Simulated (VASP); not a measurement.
# Mo: single point with LDA

Crystal: Mo.

```
Mo
1.0
    -1.49292    1.49292    1.49292
     1.49292   -1.49292    1.49292
     1.49292    1.49292   -1.49292
Mo
1
Direct
  0.00000 0.00000 0.00000
```

```json
{
 "Program": "VASP 6.6.1",
 "Task": "single point",
 "Functional": "LDA",
 "Potentials or basis": "VASP PAW LDA potentials, release 64 (Mo_sv)",
 "Cutoff": "500 eV",
 "k mesh": "8 × 8 × 8",
 "Occupations": "gaussian, width 0.1 eV",
 "Spin": "no spin polarisation"
}
```

| Quantity | Value |
| --- | --- |
| Pressure | 46.7 GPa |
| Band gap on the k mesh | zero (band 7 reaches 20.28 eV, above the bottom of band 8 at 13.54 eV) |

Levels at points of the mesh, in eV from the Fermi level:
| k point | band 4 | band 5 | band 6 | band 7 | band 8 | band 9 | band 10 | band 11 |
| --- | --- | --- | --- | --- | --- | --- | --- | --- |
| (0.00, 0.00, 0.00) | -33.99 | -7.68 | -1.74 | -1.74 | -1.74 | 1.91 | 1.91 | 14.96 |
| (0.50, 0.00, 0.00) | -34.02 | -6.40 | -4.28 | 2.07 | 2.44 | 2.83 | 6.02 | 12.21 |
| (0.50, 0.50, 0.50) | -35.56 | -6.86 | -6.86 | 5.01 | 5.01 | 5.01 | 10.41 | 10.41 |

Run time: 2.9 s on 1 thread of AMD EPYC 9R45 96-Core Processor (Zen 5), with other jobs on the host, peak memory 0.09 GiB.

Caveat: the k points lie up to 0.37 Å⁻¹ apart.
